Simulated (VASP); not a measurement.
# HgTe (CsCl type) (Pm-3m) in VASP: notebook, part 2 of 2

VASP 6.6.1. The steps go on from the part before.

**4. Single point, PBE (volume scaled by 0.88)**

File INCAR:

```
SYSTEM = HgTe
ALGO = Normal
EDIFF = 1E-7
ENCUT = 520
GGA = PE
ISIF = 2
ISMEAR = -1
LASPH = .True.
LCHARG = .False.
LREAL = .False.
LWAVE = .False.
NBANDS = 16
NELM = 60
PREC = Accurate
SIGMA = 0.05
```

File KPOINTS:

```
k-points
0
Gamma
  11 11 11
  0 0 0
```

File POSCAR:

```
HgTe
1.0
    3.6464094043      0.0000000000      0.0000000000
    0.0000000000      3.6464094043      0.0000000000
    0.0000000000      0.0000000000      3.6464094043
Hg Te
1 1
Direct
    0.0000000000      0.0000000000      0.0000000000
    0.5000000000      0.5000000000      0.5000000000
```

Potentials or basis: VASP PAW PBE potentials, release 64 (Hg, Te).

Command:

```console
$ cat potpaw_PBE.64/Hg/POTCAR potpaw_PBE.64/Te/POTCAR > POTCAR
$ mpirun -np 1 vasp_std > vasp.out
```

OUTCAR:

```text
SYSTEM = HgTe
   EDIFF = 1E-7
   ENCUT = 520
   GGA = PE
   ISIF = 2
   ISMEAR = -1
   LASPH = .True.
   LREAL = .False.
   NELM = 60
   PREC = Accurate

 ion  position               nearest neighbor table
   1  0.000  0.000  0.000-   2 3.16   2 3.16   2 3.16   2 3.16   2 3.16   2 3.16   2 3.16   2 3.16

   2  0.500  0.500  0.500-   1 3.16   1 3.16   1 3.16   1 3.16   1 3.16   1 3.16   1 3.16   1 3.16

  LATTYP: Found a simple cubic cell.
 ALAT       =     3.6464094043

  Lattice vectors:

 A1 = (   3.6464094043,   0.0000000000,   0.0000000000)
 A2 = (   0.0000000000,   3.6464094043,   0.0000000000)
 A3 = (   0.0000000000,   0.0000000000,   3.6464094043)

Analysis of symmetry for initial positions (statically):
=====================================================================
 Subroutine PRICEL returns:
 Original cell was already a primitive cell.

 Routine SETGRP: Setting up the symmetry group for a
 simple cubic supercell.

 Subroutine GETGRP returns: Found 48 space group operations
 (whereof 48 operations were pure point group operations)
 out of a pool of 48 trial point group operations.

The static configuration has the point symmetry O_h .

Analysis of symmetry for dynamics (positions and initial velocities):
=====================================================================
 Subroutine PRICEL returns:
 Original cell was already a primitive cell.

 Routine SETGRP: Setting up the symmetry group for a
 simple cubic supercell.

 Subroutine GETGRP returns: Found 48 space group operations
 (whereof 48 operations were pure point group operations)
 out of a pool of 48 trial point group operations.

The dynamic configuration has the point symmetry O_h .

 Subroutine INISYM returns: Found 48 space group operations
 (whereof 48 operations are pure point group operations),
 and found     1 'primitive' translations

----------------------------------------------------------------------------------------

[... 106 lines left out ...]
   EFERMI =   0.00;   METHOD = LEGACY
   ISMEAR =    -1;   SIGMA  =   0.05  broadening in eV -4-tet -1-fermi 0-gaus
   EFERMI_NEDOS =   21; number of points for ismear=-14 and -15
   IALGO  =     38    algorithm
   IMIX   =      4    mixing-type and parameters
     AMIX     =   0.40;   BMIX     =  1.00
     AMIX_MAG =   1.60;   BMIX_MAG =  1.00
  volume/ion in A,a.u.               =      24.24       163.59
  Fermi-wavevector in a.u.,A,eV,Ry     =   1.176613  2.223476 18.836146  1.384418
  Thomas-Fermi vector in A             =   2.312974
   LORBIT       =      0    0 simple, 1 ext, 2 COOP (PROOUT), +10 PAW based schemes
   GGA     = PE    functional components
   LHFCALC =     F    Hartree Fock is set to
   AEXX    =    0.0000 exact exchange contribution
   IVDW    =     0    specifies the selected vdW correction
   LEPSILON=     F    determine dielectric tensor
   LRPA    =     F    only Hartree local field effects (RPA)
 non-spin polarized calculation
  energy-cutoff  :      520.00
  volume of cell :       48.48
 maximum number of plane-waves:      1334
 NGX is ok and might be reduce to    28
   NGX = 13   NGY = 13   NGZ = 13

 number of electron      17.9999996 magnetization

 Free energy of the ion-electron system (eV)
  ---------------------------------------------------
  ext. energy  EPLUGINS =         0.00000000
  ---------------------------------------------------
  free energy    TOTEN  =        -2.68727063 eV

  energy without entropy =       -2.67910835  energy(sigma->0) =       -2.68318949

 E-fermi :   6.1824     XC(G=0): -10.7878

 val. band max:        6.1404023039   @ k =   0.3636   0.1818   0.0909
 cond. band min:       6.1934779607   @ k =   0.3636   0.0909   0.0909
 fundamental gap:      0.0530756568
 Fermi energy:         6.1823957058

 k-point     1 :       0.0000    0.0000    0.0000
  band No.  band energies     occupation
      1      -6.9129      2.00000
      2      -0.8579      2.00000
      3      -0.8579      2.00000
      4      -0.2215      2.00000
      5      -0.2215      2.00000
      6      -0.2215      2.00000
[... 433 lines left out ...]
      3      -0.7714      2.00000
      4      -0.5045      2.00000
      5      -0.4581      2.00000
      6      -0.2604      2.00000
[... 8 lines left out ...]
     15      15.9729      0.00000
     16      18.1840      0.00000

 [... further k-points ...]
[... 5 lines left out ...]
  --------------------------------------------------------------------------------------
  -------------------------------------------------------------------------------------
  Total        2.4899692      2.4899692      2.4899692     -0.0000000      0.0000000      0.0000000
  in kB       82.2826490     82.2826490     82.2826490     -0.0000000      0.0000000      0.0000000
  external PRESSURE =      82.2826490 kB  Pullay stress =       0.0000000 kB

 VOLUME and BASIS-vectors are now :
 -----------------------------------------------------------------------------
  energy-cutoff  :      520.00
  volume of cell :       48.48
      direct lattice vectors                 reciprocal lattice vectors
     3.646409404  0.000000000  0.000000000     0.274242382  0.000000000  0.000000000
     0.000000000  3.646409404  0.000000000     0.000000000  0.274242382  0.000000000
     0.000000000  0.000000000  3.646409404     0.000000000  0.000000000  0.274242382

 POSITION                                       TOTAL-FORCE (eV/Angst)
 -----------------------------------------------------------------------------------
      0.00000      0.00000      0.00000         0.000000      0.000000      0.000000
      1.82320      1.82320      1.82320         0.000000      0.000000      0.000000
 -----------------------------------------------------------------------------------
    total drift:                               -0.000000      0.000000     -0.000000

  FREE ENERGIE OF THE ION-ELECTRON SYSTEM (eV)
  ---------------------------------------------------
  free  energy   TOTEN  =        -2.6872706254 eV

  energy  without entropy=       -2.6791083539  energy(sigma->0) =       -2.68318949
```

Wall time 54 s (1 thread of Intel Xeon 8259CL, shared host); peak memory 0.19 GiB.

Results:

| Item | Value |
| --- | --- |
| Free energy | -2.6873 eV |
| Pressure | 8.2 GPa |
| Band gap on the k mesh | zero (band 9 reaches 7.00 eV, above the bottom of band 10 at 4.86 eV) |

Caveat: spin-orbit coupling is left out, which moves the levels of the heavy elements.
